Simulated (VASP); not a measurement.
# SnO2 in VASP: single point with LDA

Aim: the single point of SnO2 with LDA.

Everything below comes from runs of VASP 6.6.1. Logs are shortened: lines on timing, memory, paths and dates and some standing lists are left out, and cuts for length are marked.

### 1 The cell of the first run

The typed cell holds 12 atoms: a = 6.266 Å, b = 6.266 Å, c = 6.266 Å, α = 60.00°, β = 60.01°, γ = 59.99°.

### 2 Single point, LDA

File INCAR:

```
SYSTEM = SnO2
ALGO = Normal
EDIFF = 1E-6
ENCUT = 520
GGA = CA
ISIF = 2
ISMEAR = 0
LASPH = .TRUE.
LCHARG = .TRUE.
LELF = .TRUE.
LREAL = .FALSE.
LVHAR = .TRUE.
LWAVE = .FALSE.
NBANDS = 64
NELM = 100
PREC = Accurate
SIGMA = 0.05
```

File KPOINTS:

```
k-points
0
G
  4 4 4
  0 0 0
```

File POSCAR:

```
SnO2
1.0
   -0.0000045226      4.4300368833      4.4312004793
    4.4308125114      0.0000526730      4.4312299516
    4.4307721257      4.4300187708     -0.0000435711
Sn O
4 8
Direct
    0.1249924764      0.1250068813      0.6249993435
    0.6249993047      0.1249714097      0.1250067595
    0.1250293469      0.6250004073      0.1249924631
    0.1249778053      0.1250229357      0.1249988967
    0.8907132454      0.8906910283      0.8907029430
    0.8906839262      0.3279408387      0.8906832406
    0.8906958194      0.8906815380      0.3279261404
    0.3279403523      0.8907146915      0.8906796910
    0.9220619948      0.3593214301      0.3593119158
    0.3593102454      0.3593076807      0.9220774237
    0.3592809040      0.9220580229      0.3593250701
    0.3593145792      0.3592831357      0.3592961126
```

Potentials or basis: VASP PAW LDA potentials, release 64 (Sn_d, O).

Started as:

```sh
> cat potpaw_LDA.64/Sn_d/POTCAR potpaw_LDA.64/O/POTCAR > POTCAR
> mpirun -np 1 vasp_std > vasp.out
```

OUTCAR:

```text
SYSTEM = SnO2
   EDIFF = 1E-6
   ENCUT = 520
   GGA = CA
   ISIF = 2
   ISMEAR = 0
   LASPH = .TRUE.
   LREAL = .FALSE.
   NELM = 100
   PREC = Accurate

 ion  position               nearest neighbor table
   1  0.125  0.125  0.625-   9 2.09   8 2.09   6 2.09  11 2.09   5 2.09  12 2.09   4 3.13   4 3.13
                             3 3.13   3 3.13   2 3.13   2 3.13
   2  0.625  0.125  0.125-   7 2.09  10 2.09   5 2.09  12 2.09  11 2.09   6 2.09   3 3.13   3 3.13
                             4 3.13   4 3.13   1 3.13   1 3.13
   3  0.125  0.625  0.125-  12 2.09   5 2.09  10 2.09   7 2.09   8 2.09   9 2.09   2 3.13   2 3.13
                             1 3.13   1 3.13   4 3.13   4 3.13
   4  0.125  0.125  0.125-   6 2.09  11 2.09   9 2.09   8 2.09  10 2.09   7 2.09   1 3.13   1 3.13
                             2 3.13   2 3.13   3 3.13   3 3.13
   5  0.891  0.891  0.891-   3 2.09   2 2.09   1 2.09
   6  0.891  0.328  0.891-   4 2.09   1 2.09   2 2.09
   7  0.891  0.891  0.328-   2 2.09   3 2.09   4 2.09
   8  0.328  0.891  0.891-   1 2.09   4 2.09   3 2.09
   9  0.922  0.359  0.359-   1 2.09   4 2.09   3 2.09
  10  0.359  0.359  0.922-   2 2.09   3 2.09   4 2.09
  11  0.359  0.922  0.359-   4 2.09   1 2.09   2 2.09
  12  0.359  0.359  0.359-   3 2.09   2 2.09   1 2.09

  LATTYP: Found a face centered orthorhombic cell.
 ALAT       =     8.8600029815
 B/A-ratio  =     1.0001790268
 C/A-ratio  =     1.0002788962

  Lattice vectors:

 A1 = (   4.4307766483,  -0.0000181125,  -4.4312440504)
 A2 = (  -0.0000403857,   4.4299660978,  -4.4312735227)
 A3 = (   4.4307721257,   4.4300187708,  -0.0000435711)

Analysis of symmetry for initial positions (statically):
=====================================================================
 Subroutine PRICEL returns:
 Original cell was already a primitive cell.

 Routine SETGRP: Setting up the symmetry group for a
 face centered orthorhombic supercell.

 Subroutine GETGRP returns: Found  1 space group operations
 (whereof  1 operations were pure point group operations)
 out of a pool of  8 trial point group operations.

The static configuration has the point symmetry C_1 .

Analysis of symmetry for dynamics (positions and initial velocities):
=====================================================================
 Subroutine PRICEL returns:
 Original cell was already a primitive cell.

 Routine SETGRP: Setting up the symmetry group for a
 face centered orthorhombic supercell.

 Subroutine GETGRP returns: Found  1 space group operations
 (whereof  1 operations were pure point group operations)
 out of a pool of  8 trial point group operations.

The dynamic configuration has the point symmetry C_1 .

 Subroutine INISYM returns: Found  1 space group operations
 (whereof  1 operations are pure point group operations),
 and found     1 'primitive' translations

----------------------------------------------------------------------------------------

                                     Primitive cell

  volume of cell :     173.9564

  direct lattice vectors                    reciprocal lattice vectors
    -0.000004523  4.430036883  4.431200479    -0.112846837  0.112867137  0.112834865
     4.430812511  0.000052673  4.431229952     0.112847196 -0.112865277  0.112835755
     4.430772126  4.430018771 -0.000043571     0.112845957  0.112866421 -0.112836668

  length of vectors
     6.265841083  6.266410328  6.265525352     0.195461265  0.195460912  0.195461384

  position of ions in fractional coordinates (direct lattice)
     0.124992476  0.125006881  0.624999344
     0.624999305  0.124971410  0.125006760
     0.125029347  0.625000407  0.124992463
     0.124977805  0.125022936  0.124998897
     0.890713245  0.890691028  0.890702943
     0.890683926  0.327940839  0.890683241
     0.890695819  0.890681538  0.327926140
     0.327940352  0.890714692  0.890679691
     0.922061995  0.359321430  0.359311916
     0.359310245  0.359307681  0.922077424
     0.359280904  0.922058023  0.359325070
     0.359314579  0.359283136  0.359296113

  ion indices of the primitive-cell ions
   primitive index   ion index
                 1           1
                 2           2
                 3           3
                 4           4
                 5           5
                 6           6
                 7           7
                 8           8
                 9           9
                10          10
                11          11
                12          12

----------------------------------------------------------------------------------------

 KPOINTS: k-points

Automatic generation of k-mesh.
 Grid dimensions read from file:
 generate k-points for:    4    4    4

 Generating k-lattice:

  Cartesian coordinates                     Fractional coordinates (reciprocal lattice)
    -0.028211709  0.028216784  0.028208716     0.250000000  0.000000000 -0.000000000
     0.028211799 -0.028216319  0.028208939     0.000000000  0.250000000 -0.000000000
     0.028211489  0.028216605 -0.028209167     0.000000000 -0.000000000  0.250000000

  Length of vectors
     0.048865316  0.048865228  0.048865346

  Shift w.r.t. Gamma in fractional coordinates (k-lattice)
     0.000000000  0.000000000  0.000000000

 Subroutine IBZKPT returns following result:
 ===========================================

 Found     36 irreducible k-points:

 Following reciprocal coordinates:
            Coordinates               Weight
  0.000000  0.000000  0.000000      1.000000
  0.250000 -0.000000  0.000000      2.000000
  0.000000  0.000000  0.250000      2.000000
 -0.250000 -0.250000 -0.250000      2.000000
  0.000000  0.250000 -0.000000      2.000000
  0.500000 -0.000000  0.000000      1.000000
[... 16 lines left out ...]
 -0.250000  0.000000  0.250000      2.000000
  0.250000  0.500000  0.250000      2.000000
 [... further k-points ...]
   k-points           NKPTS =     36   k-points in BZ     NKDIM =     36   number of bands    NBANDS=     64
   number of dos      NEDOS =    301   number of ions     NIONS =     12
   total plane-waves  NPLWV = 110592
   dimension x,y,z NGX =    48 NGY =   48 NGZ =   48
   dimension x,y,z NGXF=    96 NGYF=   96 NGZF=   96
   ions per type =               4   8
   NGX,Y,Z   is equivalent  to a cutoff of  12.74, 12.73, 12.74 a.u.
   NGXF,Y,Z  is equivalent  to a cutoff of  25.47, 25.47, 25.47 a.u.
 SYSTEM =  SnO2
   PREC   = accura    normal or accurate (medium, high low for compatibility)
   ISTART =      0    job   : 0-new  1-cont  2-samecut
   ICHARG =      2    charge: 1-file 2-atom 10-const
   ISPIN  =      1    spin polarized calculation?
   LNONCOLLINEAR =      F non collinear calculations
   LSORBIT =      F    spin-orbit coupling
   LASPH  =      T    aspherical Exc in radial PAW
   ENCUT  =  520.0 eV  38.22 Ry    6.18 a.u.  11.65 11.65 11.65*2*pi/ulx,y,z
   NELM   =    100;   NELMIN=  2; NELMDL= -5     # of ELM steps
   EDIFF  = 0.1E-05   stopping-criterion for ELM
   LREAL  =      F    real-space projection
   EDIFFG = 0.1E-04   stopping-criterion for IOM
   NSW    =      0    number of steps for IOM
   IBRION =     -1    ionic relax: 0-MD 1-quasi-New 2-CG
   NFREE  =      0    steps in history (QN), initial steepest desc. (CG)
   ISIF   =      2    stress and relaxation
   ISYM   =      2    0-nonsym 1-usesym 2-fastsym
   POTIM  = 0.5000    time-step for ionic-motion
   TEBEG  =    0.0;   TEEND  =   0.0 temperature during run
   PSTRESS=    0.0 pullay stress
   NELECT =     104.0000    total number of electrons
   NUPDOWN=      -1.0000    fix difference up-down
   EMIN   =  10.00;   EMAX   =-10.00  energy-range for DOS
   EFERMI =   0.00;   METHOD = LEGACY
   ISMEAR =     0;   SIGMA  =   0.05  broadening in eV -4-tet -1-fermi 0-gaus
   EFERMI_NEDOS =   21; number of points for ismear=-14 and -15
   IALGO  =     38    algorithm
   IMIX   =      4    mixing-type and parameters
     AMIX     =   0.40;   BMIX     =  1.00
     AMIX_MAG =   1.60;   BMIX_MAG =  1.00
  volume/ion in A,a.u.               =      14.50        97.83
  Fermi-wavevector in a.u.,A,eV,Ry     =   1.379132  2.606181 25.878345  1.902005
  Thomas-Fermi vector in A             =   2.504130
   LORBIT       =      0    0 simple, 1 ext, 2 COOP (PROOUT), +10 PAW based schemes
   GGA     = CA    functional components
   LHFCALC =     F    Hartree Fock is set to
   AEXX    =    0.0000 exact exchange contribution
   IVDW    =     0    specifies the selected vdW correction
   LEPSILON=     F    determine dielectric tensor
   LRPA    =     F    only Hartree local field effects (RPA)
 non-spin polarized calculation
 Gauss-broadening in eV      SIGMA  =   0.05
  energy-cutoff  :      520.00
  volume of cell :      173.96
 maximum number of plane-waves:      4720
 NGX is ok and might be reduce to    48
   NGX = 23   NGY = 23   NGZ = 23

 number of electron     104.0000014 magnetization

 Free energy of the ion-electron system (eV)
  ---------------------------------------------------
  ext. energy  EPLUGINS =         0.00000000
  ---------------------------------------------------
  free energy    TOTEN  =       -81.37514974 eV

  energy without entropy =      -81.37514974  energy(sigma->0) =      -81.37514974

 E-fermi :   3.1298     XC(G=0): -10.4236

 val. band max:        2.8237201894   @ k =   0.0000   0.0000   0.0000
 cond. band min:       4.8814496063   @ k =   0.0000   0.0000   0.0000
 fundamental gap:      2.0577294170
 Fermi energy:         3.1297596055

 k-point     1 :       0.0000    0.0000    0.0000
  band No.  band energies     occupation
      1     -17.8094      2.00000
      2     -17.8089      2.00000
      3     -17.8089      2.00000
      4     -17.2429      2.00000
      5     -16.9272      2.00000
      6     -16.9270      2.00000
[... 1597 lines left out ...]
     63      13.0401      0.00000
     64      13.1369      0.00000

 [... further k-points ...]

------------------------ aborting loop because EDIFF is reached ----------------------------------------

  FORCE on cell =-STRESS in cart. coord.  units (eV):
  Direction    XX          YY          ZZ          XY          YZ          ZX
  --------------------------------------------------------------------------------------
  -------------------------------------------------------------------------------------
  Total        0.9602714      1.0009164      0.9298252      0.0011181      0.0008756      0.0002860
  in kB        8.8443131      9.2186631      8.5638966      0.0102978      0.0080647      0.0026339
  external PRESSURE =       8.8756243 kB  Pullay stress =       0.0000000 kB

 VOLUME and BASIS-vectors are now :
 -----------------------------------------------------------------------------
  energy-cutoff  :      520.00
  volume of cell :      173.96
      direct lattice vectors                 reciprocal lattice vectors
    -0.000004523  4.430036883  4.431200479    -0.112846837  0.112867137  0.112834865
     4.430812511  0.000052673  4.431229952     0.112847196 -0.112865277  0.112835755
     4.430772126  4.430018771 -0.000043571     0.112845957  0.112866421 -0.112836668

 POSITION                                       TOTAL-FORCE (eV/Angst)
 -----------------------------------------------------------------------------------
      3.32311      3.32249      1.10777        -0.000070      0.000187      0.000122
      1.10760      3.32256      3.32327         0.000161      0.000110      0.000178
      3.32307      1.10764      3.32355         0.000172     -0.000112     -0.000157
      1.10779      1.10741      1.10780        -0.000152      0.000251     -0.000214
      7.89298      7.89177      7.89375        -0.043355     -0.045818     -0.041895
      5.39945      7.89152      5.39994         0.042233     -0.044687      0.039506
      5.39940      5.39858      7.89365         0.042461      0.044646     -0.040450
      7.89299      5.39856      5.40009        -0.041999      0.044432      0.039729
      3.18411      5.67655      5.67806         0.042007     -0.044716     -0.039850
      5.67754      5.67660      3.18431        -0.042556     -0.044810      0.040758
      5.67755      3.18349      5.67788        -0.042245      0.044627     -0.039586
      3.18387      3.18348      3.18425         0.043343      0.045889      0.041859
 -----------------------------------------------------------------------------------
    total drift:                                0.000028      0.000080     -0.000042

  FREE ENERGIE OF THE ION-ELECTRON SYSTEM (eV)
  ---------------------------------------------------
  free  energy   TOTEN  =       -81.3751497396 eV

  energy  without entropy=      -81.3751497396  energy(sigma->0) =      -81.37514974
```

Run time: 9.5 min. Hardware: 1 thread of Intel Xeon Platinum 8488C (Sapphire Rapids), shared host; peak memory 0.42 GiB.

Results:

| Item | Value |
| --- | --- |
| Free energy | -81.3751 eV |
| Pressure | 0.9 GPa |
| Largest force | 0.076 eV/Å |
| Band gap on the k mesh | 2.06 eV, direct |

Forces in eV/Å, atoms in the order of the input:
```
Sn   0.000  0.000  0.000
Sn   0.000  0.000  0.000
Sn   0.000  0.000  0.000
Sn   0.000  0.000  0.000
O   -0.043 -0.046 -0.042
O    0.042 -0.045  0.040
O    0.042  0.045 -0.040
O   -0.042  0.044  0.040
O    0.042 -0.045 -0.040
O   -0.043 -0.045  0.041
O   -0.042  0.045 -0.040
O    0.043  0.046  0.042
```

Levels at points of the mesh, in eV from the valence-band top:
```tsv
k point	band 50	band 51	band 52	band 53	band 54	band 55
(0.00, 0.00, 0.00)	0.00	0.00	0.00	2.06	5.62	5.62
(0.50, 0.00, 0.00)	-0.28	-0.23	-0.23	3.80	5.41	6.03
(0.00, 0.00, 0.50)	-0.28	-0.23	-0.23	3.80	5.41	6.03
(0.50, 0.50, 0.50)	-0.28	-0.23	-0.23	3.80	5.41	6.03
(0.00, 0.50, 0.00)	-0.28	-0.23	-0.23	3.80	5.41	6.03
(0.50, 0.50, 0.00)	-0.59	-0.04	-0.03	4.79	4.79	6.22
(0.50, 0.00, 0.50)	-0.59	-0.04	-0.04	4.79	4.79	6.22
(0.00, 0.50, 0.50)	-0.59	-0.04	-0.04	4.79	4.79	6.22
```

Caveat: the cell differs from its parent crystal (all atoms moved at random, sigma 0.05 Å a component, cell strained at random, sigma 0.1, then relaxed in part); spin-orbit coupling is left out, which moves the levels of the heavy elements.
